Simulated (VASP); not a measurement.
## ZrB: single point with PBE0

ZrB:

```
CELL_PARAMETERS angstrom
0.00000 2.34040 2.34040
2.34040 0.00000 2.34040
2.34040 2.34040 0.00000
ATOMIC_POSITIONS crystal
Zr 0.00000 0.00000 0.00000
B 0.50000 0.50000 0.50000
```

| Item | Value |
| --- | --- |
| Program | VASP 6.6.1 |
| Task | single point |
| Functional | PBE0 |
| Potentials or basis | VASP PAW PBE potentials, release 64 (Zr_sv, B) |
| Cutoff | 520 eV |
| k mesh | 6 × 6 × 6 |
| Occupations | fermi-dirac, width 0.05 eV |
| Spin | no spin polarisation |
| Dipole correction | no |
| Grid for exact exchange (PRECFOCK) | Normal |
| Further INCAR settings | ALGO = Normal; EDIFF = 1e-06; NBANDS = 14 |
| Share of exact exchange | 0.25 |

- Pressure: 28.2 GPa
- Band gap on the k mesh: zero (an odd number of electrons rules out a gap without spin polarisation)

Levels at points of the mesh, in eV from the Fermi level:
```csv
k point,band 6,band 7,band 8,band 9,band 10,band 11
"(0.00, 0.00, 0.00)",3.24,3.24,3.24,4.92,4.92,5.03
"(0.50, 0.00, 0.00)",-4.68,-1.68,-1.68,7.37,7.37,9.01
"(0.50, 0.50, 0.00)",-1.20,-0.93,3.44,3.44,6.82,8.58
```

It took 27 min on 1 thread of Oxide Virtual Turin-like Processor, on a shared host, peak memory 0.14 GiB.

Caveat: the k points lie up to 0.39 Å⁻¹ apart, too coarse for converged energies and pressures of a metal; the PAW data sets were made with another functional, which shifts forces and pressure a little; an odd number of electrons without spin polarisation forces a metal; a magnetic or distorted state may lie lower.
